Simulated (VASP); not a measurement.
Write the native input for VASP 6.6.1 that does the following.

- Task: single point
- Functional: r2SCAN
- Potentials or basis: VASP PAW PBE potentials, release 64 (O)
- Cutoff: 520 eV
- k mesh: 9 × 9 × 3
- Occupations: fermi-dirac, width 0.2 eV
- Spin: no spin polarisation
- Dipole correction: no
- Further INCAR settings: ALGO = Normal; EDIFF = 1e-06; NBANDS = 13

The system is O, a slab with vacuum.

```xyz
2
Lattice="1.7756 0.0000 0.0000 0.0000 1.7756 0.0000 0.0000 0.0000 9.1061" Properties=species:S:1:pos:R:3 pbc="T T T"
O     0.0000    0.0000    0.0000
O     0.0000    0.0000    3.0531
```

One way to write it, as run:

POSCAR

```
O
1.0
    1.7755912600      0.0000000000      0.0000000000
    0.0000000000      1.7755912600      0.0000000000
    0.0000000000      0.0000000000      9.1061014000
O
2
Direct
    0.0000000000      0.0000000000      0.0000000000
    0.0000000000      0.0000000000      0.3352752804
```

INCAR.step1

```
PREC = Accurate ; ENCUT = 520
ISMEAR = -1 ; SIGMA = 0.2
LREAL = F ; LASPH = T
NELM = 100 ; NBANDS = 13
GGA = PE ; ALGO = Normal
EDIFF = 1E-4 ; LWAVE = T
LCHARG = F
```

INCAR.step2

```
PREC = Accurate ; ENCUT = 520
EDIFF = 1E-6 ; ISMEAR = -1
SIGMA = 0.2 ; LREAL = F
LASPH = T ; NELM = 100
ALGO = Normal ; ISIF = 2
LWAVE = F ; LCHARG = T
METAGGA = R2SCAN ; LMIXTAU = T
LELF = T ; LVHAR = T
NBANDS = 13 ; ISTART = 1
```

KPOINTS

```
regular mesh
0
Gamma
  9 9 3
```

Potentials or basis: VASP PAW PBE potentials, release 64 (O).

Command:

```bash
$ cat potpaw_PBE.64/O/POTCAR > POTCAR
$ cp INCAR.step1 INCAR
$ mpirun -np 1 vasp_std > vasp.out
$ cp INCAR.step2 INCAR
$ mpirun -np 1 vasp_std > vasp.out
```

It gave:

The largest force is 0.013 eV/Å and the band gap on the k mesh is zero (band 6 reaches 1.73 eV, above the bottom of band 7 at -3.28 eV).

Caveat: the k points lie up to 0.39 Å⁻¹ apart; the PAW data sets were made with another functional, which shifts forces and pressure a little.

Run time: 34 s on 1 thread of Intel(R) Xeon(R) Platinum 8259CL CPU @ 2.50GHz (Skylake/Cascade Lake), on a shared host, peak memory 0.14 GiB.
